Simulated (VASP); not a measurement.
# FeCo (Pm-3m) in VASP: notebook, part 2 of 2

VASP 6.6.1.

### 5 Single point, PBEsol (10.98 Å³/atom)

This run uses another cell than the first one, of 10.98 Å³/atom.

Input file INCAR:

```
SYSTEM = FeCo
  PREC = Accurate
  ENCUT = 600
  EDIFF = 1E-6
  ISMEAR = 0
  SIGMA = 0.15
  LREAL = .False.
  LASPH = .True.
  NELM = 120
  ALGO = Normal
  ISIF = 2
  LWAVE = .False.
  LCHARG = .False.
  GGA = PS
  NBANDS = 16
  GGA_COMPAT = .False.
```

Input file KPOINTS:

```
Automatic mesh
0
Gamma
  18 18 18
  0 0 0
```

Input file POSCAR:

```
FeCo
1.0
    2.8000209174      0.0000000000      0.0000000000
    0.0000000000      2.8000209174      0.0000000000
    0.0000000000      0.0000000000      2.8000209174
Fe Co
1 1
Direct
    0.5000000000      0.5000000000      0.5000000000
    0.0000000000      0.0000000000      0.0000000000
```

Potentials or basis: VASP PAW PBE potentials, release 64 (Fe, Co).

Run with:

```
> cat potpaw_PBE.64/Fe/POTCAR potpaw_PBE.64/Co/POTCAR > POTCAR
> mpirun -np 1 vasp_std > vasp.out
```

OUTCAR:

```text
SYSTEM = FeCo
   PREC = Accurate
   ENCUT = 600
   EDIFF = 1E-6
   ISMEAR = 0
   LREAL = .False.
   LASPH = .True.
   NELM = 120
   ISIF = 2
   GGA = PS

 ion  position               nearest neighbor table
   1  0.500  0.500  0.500-   2 2.42   2 2.42   2 2.42   2 2.42   2 2.42   2 2.42   2 2.42   2 2.42

   2  0.000  0.000  0.000-   1 2.42   1 2.42   1 2.42   1 2.42   1 2.42   1 2.42   1 2.42   1 2.42

  LATTYP: Found a simple cubic cell.
 ALAT       =     2.8000209174

  Lattice vectors:

 A1 = (   2.8000209174,   0.0000000000,   0.0000000000)
 A2 = (   0.0000000000,   2.8000209174,   0.0000000000)
 A3 = (   0.0000000000,   0.0000000000,   2.8000209174)

Analysis of symmetry for initial positions (statically):
=====================================================================
 Subroutine PRICEL returns:
 Original cell was already a primitive cell.

 Routine SETGRP: Setting up the symmetry group for a
 simple cubic supercell.

 Subroutine GETGRP returns: Found 48 space group operations
 (whereof 48 operations were pure point group operations)
 out of a pool of 48 trial point group operations.

The static configuration has the point symmetry O_h .

[... 156 lines left out ...]
  ---------------------------------------------------
  free energy    TOTEN  =       -15.73095150 eV

  energy without entropy =      -15.64421203  energy(sigma->0) =      -15.68758176

 E-fermi :   7.8831     XC(G=0): -13.5200

 val. band max:        7.8828757057   @ k =   0.3333   0.3333   0.0556
 cond. band min:       7.8835469420   @ k =   0.3333   0.3333   0.0000
 fundamental gap:      0.0006712363
 Fermi energy:         7.8830965706

 k-point     1 :       0.0000    0.0000    0.0000
  band No.  band energies     occupation
      1      -0.7848      2.00000
      2       3.6890      2.00000
      3       3.6890      2.00000
      4       6.1745      2.00000
      5       6.1745      2.00000
      6       6.1745      2.00000
[... 433 lines left out ...]
      3       4.7128      2.00000
      4       5.9420      2.00000
      5       6.0593      2.00000
      6       6.8089      2.00000
[... 8 lines left out ...]
     15      25.4845      0.00000
     16      25.7880      0.00000

 [... further k-points ...]
[... 5 lines left out ...]
  --------------------------------------------------------------------------------------
  -------------------------------------------------------------------------------------
  Total       -2.7084093     -2.7084093     -2.7084093      0.0000000      0.0000000     -0.0000000
  in kB     -197.6701282   -197.6701282   -197.6701282      0.0000000      0.0000000     -0.0000000
  external PRESSURE =    -197.6701282 kB  Pullay stress =       0.0000000 kB

 VOLUME and BASIS-vectors are now :
 -----------------------------------------------------------------------------
  energy-cutoff  :      600.00
  volume of cell :       21.95
      direct lattice vectors                 reciprocal lattice vectors
     2.800020917  0.000000000  0.000000000     0.357140189  0.000000000  0.000000000
     0.000000000  2.800020917  0.000000000     0.000000000  0.357140189  0.000000000
     0.000000000  0.000000000  2.800020917     0.000000000  0.000000000  0.357140189

 POSITION                                       TOTAL-FORCE (eV/Angst)
 -----------------------------------------------------------------------------------
      1.40001      1.40001      1.40001         0.000000      0.000000      0.000000
      0.00000      0.00000      0.00000         0.000000      0.000000      0.000000
 -----------------------------------------------------------------------------------
    total drift:                                0.000000      0.000000     -0.000000

  FREE ENERGIE OF THE ION-ELECTRON SYSTEM (eV)
  ---------------------------------------------------
  free  energy   TOTEN  =       -15.7309514992 eV

  energy  without entropy=      -15.6442120261  energy(sigma->0) =      -15.68758176
```

stdout:

```text
POSCAR found type information on POSCAR FeCo
 POSCAR found :  2 types and       2 ions
 scaLAPACK will be used
 -----------------------------------------------------------------------------
|                                                                             |
|                                                                             |
|     You enforced a specific xc type in the INCAR file but a different       |
|     I HOPE YOU KNOW WHAT YOU ARE DOING!                                     |
|                                                                             |
 -----------------------------------------------------------------------------

 LDA part: xc-table for (Slater+PW92), standard interpolation
 POSCAR, INCAR and KPOINTS ok, starting setup
 FFT: planning ... GRIDC
 FFT: planning ... GRID_SOFT
 FFT: planning ... GRID
 WAVECAR not read
 entering main loop
```

It took 57 s on 1 thread of Intel Xeon 8259CL, shared host; peak memory 0.23 GiB.

What came out:

```yaml
Free_energy: -15.7310 eV
Pressure: -19.8 GPa
Band_gap_on_the_k_mesh: zero (an odd number of electrons rules out a gap without spin polarisation)
```

Levels at points of the mesh, in eV from the Fermi level:
```
           k point  band 5  band 6  band 7  band 8  band 9  band 10  band 11  band 12
(0.00, 0.00, 0.00)   -1.71   -1.71   -0.14   -0.14    0.82     0.82     0.82    10.09
(0.50, 0.00, 0.00)   -1.43   -1.43   -1.11   -1.11   -0.70    -0.24     0.70     1.23
(0.50, 0.50, 0.00)   -0.26   -0.16   -0.09    0.32    0.45     0.45     1.08     1.08
(0.50, 0.50, 0.50)   -2.77   -2.77   -0.12   -0.12    0.36     0.36     8.87     8.87
```

Caveat: the cell stands under tension; the PAW data sets were made with another functional, which shifts forces and pressure a little; the run has no spin polarisation, though such a crystal can be magnetic.

### 6 Single point, PBEsol (11.63 Å³/atom)

This run uses another cell than the first one, of 11.63 Å³/atom.

Input file INCAR:

```
SYSTEM = FeCo
PREC = Accurate
ENCUT = 600
EDIFF = 1E-6
ISMEAR = 0
SIGMA = 0.15
LREAL = .FALSE.
LASPH = .TRUE.
NELM = 120
ALGO = Normal
ISIF = 2
LWAVE = .FALSE.
LCHARG = .TRUE.
GGA = PS
LELF = .TRUE.
LVHAR = .TRUE.
NBANDS = 16
GGA_COMPAT = .FALSE.
```

Input file KPOINTS:

```
regular mesh
0
G
  18 18 18
  0 0 0
```

Input file POSCAR:

```
FeCo
1.0
    2.8549518917      0.0000000000      0.0000000000
    0.0000000000      2.8549518917      0.0000000000
    0.0000000000      0.0000000000      2.8549518917
Fe Co
1 1
Direct
    0.5000000000      0.5000000000      0.5000000000
    0.0000000000      0.0000000000      0.0000000000
```

Potentials or basis: VASP PAW PBE potentials, release 64 (Fe, Co).

Run with:

```
> cat potpaw_PBE.64/Fe/POTCAR potpaw_PBE.64/Co/POTCAR > POTCAR
> mpirun -np 1 vasp_std > vasp.out
```

It took 58 s on 1 thread of Intel Xeon 8259CL, shared host; peak memory 0.23 GiB.

Results (log left out):

```yaml
Free_energy: -15.5288 eV
Pressure: -29.0 GPa
Band_gap_on_the_k_mesh: zero (an odd number of electrons rules out a gap without spin polarisation)
```

Levels at points of the mesh, in eV from the Fermi level:
```tsv
k point	band 5	band 6	band 7	band 8	band 9	band 10	band 11	band 12
(0.00, 0.00, 0.00)	-1.57	-1.57	-0.12	-0.12	0.75	0.75	0.75	9.70
(0.50, 0.00, 0.00)	-1.32	-1.32	-1.02	-1.02	-0.65	-0.22	0.63	1.12
(0.50, 0.50, 0.00)	-0.24	-0.15	-0.09	0.29	0.48	0.48	0.99	0.99
(0.50, 0.50, 0.50)	-2.56	-2.56	-0.12	-0.12	0.33	0.33	8.47	8.47
```

Caveat: the cell stands under tension; the PAW data sets were made with another functional, which shifts forces and pressure a little; the run has no spin polarisation, though such a crystal can be magnetic. Spin polarisation is off, so any magnetic state and its effect on volume and gap are missing.

### 7 The runs side by side

```tsv
cell	gap on the mesh (eV)	pressure (GPa)
a = 2.621 Å, 2 atoms	none	42.2
a = 2.683 Å, 2 atoms	none	13.5
a = 2.743 Å, 2 atoms	none	-6.2
a = 2.800 Å, 2 atoms	none	-19.8
a = 2.855 Å, 2 atoms	none	-29.0
```

Alike in all rows: task single point; level PBEsol; potentials or basis VASP PAW PBE potentials, release 64 (Fe, Co); no spin polarisation; k mesh 18 × 18 × 18; cutoff (eV) 600; smearing gaussian 0.15 eV.

Caveats: the PAW data sets were made with another functional, which shifts forces and pressure a little; the run has no spin polarisation, though such a crystal can be magnetic; the cell stands under tension (at least some runs); the cell stands under pressure (at least some runs).

Total energies depend on the potentials used, so only differences within one code and one set of settings carry meaning.
